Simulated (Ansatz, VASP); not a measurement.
# LiF: VASP beside Ansatz

INCAR

```
ALGO = Normal
EDIFF = 1E-6
ENCUT = 520
GGA = PE
ISIF = 2
ISMEAR = 0
LASPH = True
LCHARG = False
LREAL = False
LWAVE = False
NBANDS = 12
NELM = 80
PREC = Accurate
SIGMA = 0.01
```

KPOINTS

```
k-points
0
Gamma
  8 8 8
```

POSCAR

```
LiF
1.0
    2.5340879678      0.0000000000      0.0000000000
    0.0000000000      2.5340879678      0.0000000000
    0.0000000000      0.0000000000      2.5340879678
Li F
1 1
Direct
    0.0000000000      0.0000000000      0.0000000000
    0.5000000000      0.5000000000      0.5000000000
```

Input for Ansatz:

```yaml
crystal:
  lattice:
    - [2.5340879678, 0.0, 0.0]
    - [0.0, 2.5340879678, 0.0]
    - [0.0, 0.0, 2.5340879678]
  atoms:
    - { symbol: Li, position: [0.0, 0.0, 0.0] }
    - { symbol: F, position: [0.5, 0.5, 0.5] }
kpoints:
  mp_grid: { grid: [8, 8, 8] }
hamiltonian:
  xc: pbe
scf:
  occupations: { method: fixed }
  n_extra_bands: 4
output:
  forces: true
  stress: true
  eigenvalues: true
```

Alike in both runs: task single point; functional PBE; k mesh 8 × 8 × 8; no spin polarisation.

|  | VASP | Ansatz |
| --- | --- | --- |
| version | VASP 6.6.1 | Ansatz 0.2.0 |
| potentials or method | VASP PAW PBE potentials, release 64 (Li_sv, F) | plane waves, PAW |
| plane-wave cutoff (eV) | 520 | 420 |
| occupations | gaussian, width 0.01 eV | fixed |
| valence electrons in the cell | 10 | 10 |

```tsv
	VASP	Ansatz	Ansatz less VASP
gap on the k mesh at the Fermi level (eV)	7.76	7.75	-0.009
```

Noted on VASP's run: the cutoff is short for stress, so the pressure is rough.
